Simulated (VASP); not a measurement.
Input of a VASP 6.6.1 run:

File POSCAR:

```
SiO2
1.0
    4.9766642641      0.0000000000      0.0000000000
    0.0000000000      4.9766642641      0.0000000000
    0.0000000000      0.0000000000      6.9117269493
Si O
4 8
Direct
    0.3027369305      0.3027369305      0.0000000000
    0.1972630695      0.8027369305      0.2500000000
    0.6972630695      0.6972630695      0.5000000000
    0.8027369305      0.1972630695      0.7500000000
    0.2380440873      0.1098272586      0.1816981940
    0.3901727414      0.7380440873      0.4316981940
    0.7619559127      0.8901727414      0.6816981940
    0.6098272586      0.2619559127      0.9316981940
    0.7380440873      0.3901727414      0.5683018060
    0.8901727414      0.7619559127      0.3183018060
    0.2619559127      0.6098272586      0.0683018060
    0.1098272586      0.2380440873      0.8183018060
```

INCAR.step1

```
SYSTEM = SiO2
PREC = Accurate
ENCUT = 520
ISMEAR = -1
SIGMA = 0.1
LREAL = .FALSE.
LASPH = .TRUE.
NELM = 60
NBANDS = 44
GGA = PE
ALGO = Normal
EDIFF = 1E-4
LWAVE = .TRUE.
LCHARG = .FALSE.
```

The input INCAR.step2:

```
SYSTEM = SiO2
PREC = Accurate
ENCUT = 520
EDIFF = 1E-7
ISMEAR = -1
SIGMA = 0.1
LREAL = .FALSE.
LASPH = .TRUE.
NELM = 60
ALGO = Normal
ISIF = 2
LWAVE = .FALSE.
LCHARG = .FALSE.
METAGGA = R2SCAN
LMIXTAU = .TRUE.
NBANDS = 44
ISTART = 1
```

KPOINTS

```
Automatic mesh
0
G
  5 5 4
  0 0 0
```

Potentials or basis: VASP PAW PBE potentials, release 64 (Si, O).

Launch:

```bash
$ cat potpaw_PBE.64/Si/POTCAR potpaw_PBE.64/O/POTCAR > POTCAR
$ cp INCAR.step1 INCAR
$ mpirun -np 1 vasp_std > vasp.out
$ cp INCAR.step2 INCAR
$ mpirun -np 1 vasp_std > vasp.out
```

**Question.** What does it give for the pressure?

**Answer.** 0.2 GPa.

**Question.** Predict the band gap on the k mesh.

**Answer.** 6.35 eV.

**Question.** Predict the largest force.

**Answer.** 0.027 eV/Å.

Forces on the atoms (eV/Å):
```
Si   0.019  0.019  0.000
Si  -0.019  0.019  0.000
Si  -0.019 -0.019  0.000
Si   0.019 -0.019  0.000
O    0.001  0.001 -0.003
O   -0.001  0.001 -0.003
O   -0.001 -0.001 -0.003
O    0.001 -0.001 -0.003
O    0.001 -0.001  0.003
O   -0.001 -0.001  0.003
O   -0.001  0.001  0.003
O    0.001  0.001  0.003
```

Caveat: the PAW data sets were made with another functional, which shifts forces and pressure a little; an odd mesh through Γ misses points on the zone boundary, where band edges can lie. r2SCAN opens gaps a little over a GGA but as a rule still falls short of measured ones.
